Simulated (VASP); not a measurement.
# Al2Au (Fm-3m) in VASP: notebook

Al2Au is run at these levels: PBEsol; tasks: single point, relaxation of cell and atoms.

Everything below comes from runs of VASP 6.6.1. Logs are shortened: lines on timing, memory, paths and dates and some standing lists are left out, and cuts for length are marked.

### 1 The cell of the first run

Symmetry: Fm-3m, No. 225, cubic system. The conventional cell has a = 6.197 Å, b = 6.197 Å, c = 6.197 Å, α = 90.00°, β = 90.00°, γ = 90.00°. Al (site symmetry -43m) has 4 Au at 2.68 Å and 6 Al at 3.10 Å within 3.5 Å. Within 3.5 Å of Au (site symmetry m-3m) lie 8 Al at 2.68 Å.

### 2 Single point, PBEsol (19.83 Å³/atom)

File INCAR:

```
ALGO     = Normal         # electronic algorithm
EDIFF    = 1E-7           # SCF threshold, eV
ENCUT    = 520            # plane-wave cutoff, eV
GGA      = PS             # functional
ISIF     = 2              # what is computed and relaxed
ISMEAR   = 0              # smearing method
LASPH    = T              # aspherical terms in the spheres
LCHARG   = T              # write CHGCAR
LELF     = T              # ELF
LREAL    = F              # projectors in reciprocal space
LVHAR    = T            
LWAVE    = F              # write WAVECAR
NBANDS   = 16             # bands
NELM     = 60             # most SCF steps
PREC     = Accurate       # precision mode
SIGMA    = 0.1            # smearing width, eV
```

File KPOINTS:

```
k-points
0
Gamma
  12 12 12
```

File POSCAR:

```
Al2Au
1.0
    0.0000000000      3.0983812782      3.0983812782
    3.0983812782      0.0000000000      3.0983812782
    3.0983812782      3.0983812782      0.0000000000
Al Au
2 1
Direct
    0.2500000000      0.2500000000      0.2500000000
    0.7500000000      0.7500000000      0.7500000000
    0.0000000000      0.0000000000      0.0000000000
```

Potentials or basis: VASP PAW PBE potentials, release 64 (Al, Au).

Launch:

```
> cat potpaw_PBE.64/Al/POTCAR potpaw_PBE.64/Au/POTCAR > POTCAR
> mpirun -np 1 vasp_std > vasp.out
```

OUTCAR:

```text
EDIFF = 1E-7
   ENCUT = 520
   GGA = PS
   ISIF = 2
   ISMEAR = 0
   LASPH = T
   LREAL = F
   NELM = 60
   PREC = Accurate

 ion  position               nearest neighbor table
   1  0.250  0.250  0.250-   3 2.68   3 2.68   3 2.68   3 2.68   2 3.10   2 3.10   2 3.10   2 3.10
                             2 3.10   2 3.10
   2  0.750  0.750  0.750-   3 2.68   3 2.68   3 2.68   3 2.68   1 3.10   1 3.10   1 3.10   1 3.10
                             1 3.10   1 3.10
   3  0.000  0.000  0.000-   2 2.68   2 2.68   2 2.68   1 2.68   2 2.68   1 2.68   1 2.68   1 2.68

  LATTYP: Found a face centered cubic cell.
 ALAT       =     6.1967625564

  Lattice vectors:

 A1 = (   0.0000000000,   3.0983812782,   3.0983812782)
 A2 = (   3.0983812782,   0.0000000000,   3.0983812782)
 A3 = (   3.0983812782,   3.0983812782,   0.0000000000)

Analysis of symmetry for initial positions (statically):
=====================================================================
 Subroutine PRICEL returns:
 Original cell was already a primitive cell.

 Routine SETGRP: Setting up the symmetry group for a
 face centered cubic supercell.

 Subroutine GETGRP returns: Found 48 space group operations
 (whereof 48 operations were pure point group operations)
 out of a pool of 48 trial point group operations.

The static configuration has the point symmetry O_h .

Analysis of symmetry for dynamics (positions and initial velocities):
=====================================================================
 Subroutine PRICEL returns:
 Original cell was already a primitive cell.

 Routine SETGRP: Setting up the symmetry group for a
 face centered cubic supercell.

 Subroutine GETGRP returns: Found 48 space group operations
 (whereof 48 operations were pure point group operations)
 out of a pool of 48 trial point group operations.

The dynamic configuration has the point symmetry O_h .

 Subroutine INISYM returns: Found 48 space group operations
 (whereof 48 operations are pure point group operations),
 and found     1 'primitive' translations

----------------------------------------------------------------------------------------

                                     Primitive cell

  volume of cell :      59.4887

  direct lattice vectors                    reciprocal lattice vectors
     0.000000000  3.098381278  3.098381278    -0.161374587  0.161374587  0.161374587
     3.098381278  0.000000000  3.098381278     0.161374587 -0.161374587  0.161374587
     3.098381278  3.098381278  0.000000000     0.161374587  0.161374587 -0.161374587

  length of vectors
     4.381772825  4.381772825  4.381772825     0.279508984  0.279508984  0.279508984

  position of ions in fractional coordinates (direct lattice)
     0.250000000  0.250000000  0.250000000
     0.750000000  0.750000000  0.750000000
     0.000000000  0.000000000  0.000000000

  ion indices of the primitive-cell ions
   primitive index   ion index
                 1           1
                 2           2
                 3           3

----------------------------------------------------------------------------------------

 KPOINTS: k-points

Automatic generation of k-mesh.
 Grid dimensions read from file:
 generate k-points for:   12   12   12

 Generating k-lattice:

  Cartesian coordinates                     Fractional coordinates (reciprocal lattice)
    -0.013447882  0.013447882  0.013447882     0.083333333  0.000000000  0.000000000
     0.013447882 -0.013447882  0.013447882     0.000000000  0.083333333  0.000000000
     0.013447882  0.013447882 -0.013447882     0.000000000  0.000000000  0.083333333

  Length of vectors
     0.023292415  0.023292415  0.023292415

  Shift w.r.t. Gamma in fractional coordinates (k-lattice)
     0.000000000  0.000000000  0.000000000

 Subroutine IBZKPT returns following result:
 ===========================================

 Found     72 irreducible k-points:

 Following reciprocal coordinates:
            Coordinates               Weight
  0.000000  0.000000  0.000000      1.000000
  0.083333  0.000000  0.000000      8.000000
  0.166667  0.000000  0.000000      8.000000
  0.250000  0.000000  0.000000      8.000000
  0.333333  0.000000  0.000000      8.000000
  0.416667  0.000000  0.000000      8.000000
[... 16 lines left out ...]
  0.500000  0.166667  0.000000     24.000000
 -0.416667  0.166667  0.000000     24.000000
 [... further k-points ...]
   k-points           NKPTS =     72   k-points in BZ     NKDIM =     72   number of bands    NBANDS=     16
   number of dos      NEDOS =    301   number of ions     NIONS =      3
   total plane-waves  NPLWV =  46656
   dimension x,y,z NGX =    36 NGY =   36 NGZ =   36
   dimension x,y,z NGXF=    72 NGYF=   72 NGZF=   72
   ions per type =               2   1
   NGX,Y,Z   is equivalent  to a cutoff of  13.66, 13.66, 13.66 a.u.
   NGXF,Y,Z  is equivalent  to a cutoff of  27.32, 27.32, 27.32 a.u.
 SYSTEM =  unknown system
   PREC   = accura    normal or accurate (medium, high low for compatibility)
   ISTART =      0    job   : 0-new  1-cont  2-samecut
   ICHARG =      2    charge: 1-file 2-atom 10-const
   ISPIN  =      1    spin polarized calculation?
   LNONCOLLINEAR =      F non collinear calculations
   LSORBIT =      F    spin-orbit coupling
   LASPH  =      T    aspherical Exc in radial PAW
   ENCUT  =  520.0 eV  38.22 Ry    6.18 a.u.   8.15  8.15  8.15*2*pi/ulx,y,z
   NELM   =     60;   NELMIN=  2; NELMDL= -5     # of ELM steps
   EDIFF  = 0.1E-06   stopping-criterion for ELM
   LREAL  =      F    real-space projection
   EDIFFG = 0.1E-05   stopping-criterion for IOM
   NSW    =      0    number of steps for IOM
   IBRION =     -1    ionic relax: 0-MD 1-quasi-New 2-CG
   NFREE  =      0    steps in history (QN), initial steepest desc. (CG)
   ISIF   =      2    stress and relaxation
   ISYM   =      2    0-nonsym 1-usesym 2-fastsym
   POTIM  = 0.5000    time-step for ionic-motion
   TEBEG  =    0.0;   TEEND  =   0.0 temperature during run
   PSTRESS=    0.0 pullay stress
   NELECT =      17.0000    total number of electrons
   NUPDOWN=      -1.0000    fix difference up-down
   EMIN   =  10.00;   EMAX   =-10.00  energy-range for DOS
   EFERMI =   0.00;   METHOD = LEGACY
   ISMEAR =     0;   SIGMA  =   0.10  broadening in eV -4-tet -1-fermi 0-gaus
   EFERMI_NEDOS =   21; number of points for ismear=-14 and -15
   IALGO  =     38    algorithm
   IMIX   =      4    mixing-type and parameters
     AMIX     =   0.40;   BMIX     =  1.00
     AMIX_MAG =   1.60;   BMIX_MAG =  1.00
  volume/ion in A,a.u.               =      19.83       133.82
  Fermi-wavevector in a.u.,A,eV,Ry     =   1.078317  2.037723 15.820400  1.162767
  Thomas-Fermi vector in A             =   2.214252
   LORBIT       =      0    0 simple, 1 ext, 2 COOP (PROOUT), +10 PAW based schemes
   GGA     = PS    functional components
   LHFCALC =     F    Hartree Fock is set to
   AEXX    =    0.0000 exact exchange contribution
   IVDW    =     0    specifies the selected vdW correction
   LEPSILON=     F    determine dielectric tensor
   LRPA    =     F    only Hartree local field effects (RPA)
 non-spin polarized calculation
 Gauss-broadening in eV      SIGMA  =   0.10
  energy-cutoff  :      520.00
  volume of cell :       59.49
 maximum number of plane-waves:      1639
 NGX is ok and might be reduce to    36
   NGX = 17   NGY = 17   NGZ = 17

 number of electron      17.0000001 magnetization

 Free energy of the ion-electron system (eV)
  ---------------------------------------------------
  ext. energy  EPLUGINS =         0.00000000
  ---------------------------------------------------
  free energy    TOTEN  =       -13.31251111 eV

  energy without entropy =      -13.30793885  energy(sigma->0) =      -13.31022498

 E-fermi :   6.6314     XC(G=0): -10.2263

 val. band max:        6.6150523531   @ k =  -0.2500   0.0833   0.0000
 cond. band min:       6.6319339755   @ k =   0.5000   0.1667   0.0833
 fundamental gap:      0.0168816224
 Fermi energy:         6.6314010688

 k-point     1 :       0.0000    0.0000    0.0000
  band No.  band energies     occupation
      1      -3.2573      2.00000
      2       0.5305      2.00000
      3       0.5305      2.00000
      4       0.5305      2.00000
      5       1.3895      2.00000
      6       1.3895      2.00000
[... 8 lines left out ...]
     15      12.0779      0.00000
     16      12.0779      0.00000

 k-point     2 :       0.0833    0.0000    0.0000
  band No.  band energies     occupation
      1      -3.1726      2.00000
      2       0.4997      2.00000
      3       0.5510      2.00000
      4       0.5510      2.00000
      5       1.3852      2.00000
      6       1.3852      2.00000
[... 8 lines left out ...]
     15      11.8750      0.00000
     16      11.9057      0.00000

 k-point     3 :       0.1667    0.0000    0.0000
  band No.  band energies     occupation
      1      -2.9229      2.00000
      2       0.4212      2.00000
      3       0.6046      2.00000
      4       0.6046      2.00000
      5       1.3787      2.00000
      6       1.3787      2.00000
[... 8 lines left out ...]
     15      11.8857      0.00000
     16      11.9045      0.00000

 k-point     4 :       0.2500    0.0000    0.0000
  band No.  band energies     occupation
      1      -2.5246      2.00000
      2       0.3326      2.00000
      3       0.6693      2.00000
      4       0.6693      2.00000
      5       1.3861      2.00000
      6       1.3861      2.00000
[... 8 lines left out ...]
     15      12.6591      0.00000
     16      12.6591      0.00000
[... 324 lines left out ...]
 k-point    22 :       0.4167    0.1667    0.0000
  band No.  band energies     occupation
      1      -1.5446      2.00000
      2       0.1531      2.00000
      3       0.8027      2.00000
      4       0.8432      2.00000
      5       1.3539      2.00000
      6       1.5169      2.00000
[... 8 lines left out ...]
     15      15.4706      0.00000
     16      15.7032      0.00000

 k-point    23 :       0.5000    0.1667    0.0000
  band No.  band energies     occupation
      1      -1.1170      2.00000
      2       0.2368      2.00000
      3       0.8281      2.00000
      4       0.8648      2.00000
      5       1.4904      2.00000
      6       1.4986      2.00000
[... 8 lines left out ...]
     15      15.4052      0.00000
     16      16.0082      0.00000

 k-point    24 :      -0.4167    0.1667    0.0000
  band No.  band energies     occupation
      1      -1.0510      2.00000
      2       0.2897      2.00000
      3       0.8682      2.00000
      4       0.8703      2.00000
      5       1.4009      2.00000
      6       1.4357      2.00000
[... 8 lines left out ...]
     15      14.5218      0.00000
     16      14.8375      0.00000

 [... further k-points ...]

------------------------ aborting loop because EDIFF is reached ----------------------------------------

  FORCE on cell =-STRESS in cart. coord.  units (eV):
  Direction    XX          YY          ZZ          XY          YZ          ZX
  --------------------------------------------------------------------------------------
  -------------------------------------------------------------------------------------
  Total       -3.2859815     -3.2859815     -3.2859815      0.0000000      0.0000000      0.0000000
  in kB      -88.4995607    -88.4995607    -88.4995607      0.0000000      0.0000000      0.0000000
  external PRESSURE =     -88.4995607 kB  Pullay stress =       0.0000000 kB

 VOLUME and BASIS-vectors are now :
 -----------------------------------------------------------------------------
  energy-cutoff  :      520.00
  volume of cell :       59.49
      direct lattice vectors                 reciprocal lattice vectors
     0.000000000  3.098381278  3.098381278    -0.161374587  0.161374587  0.161374587
     3.098381278  0.000000000  3.098381278     0.161374587 -0.161374587  0.161374587
     3.098381278  3.098381278  0.000000000     0.161374587  0.161374587 -0.161374587

 POSITION                                       TOTAL-FORCE (eV/Angst)
 -----------------------------------------------------------------------------------
      1.54919      1.54919      1.54919         0.000000     -0.000000     -0.000000
      4.64757      4.64757      4.64757        -0.000000      0.000000      0.000000
      0.00000      0.00000      0.00000        -0.000000      0.000000     -0.000000
 -----------------------------------------------------------------------------------
    total drift:                               -0.000000      0.000000      0.000000

  FREE ENERGIE OF THE ION-ELECTRON SYSTEM (eV)
  ---------------------------------------------------
  free  energy   TOTEN  =       -13.3125111107 eV

  energy  without entropy=      -13.3079388500  energy(sigma->0) =      -13.31022498
```

Wall time 1.7 min (1 thread of Intel Xeon 8259CL, shared host); peak memory 0.25 GiB.

Results:

```
Free energy            : -13.3125 eV
Pressure               : -8.8 GPa
Band gap on the k mesh : zero (an odd number of electrons rules out a gap without spin polarisation)
```

Caveat: the cell stands under tension; the PAW data sets were made with another functional, which shifts forces and pressure a little; spin-orbit coupling is left out, which moves the levels of the heavy elements.

(Part 1 of 2 ends here.)
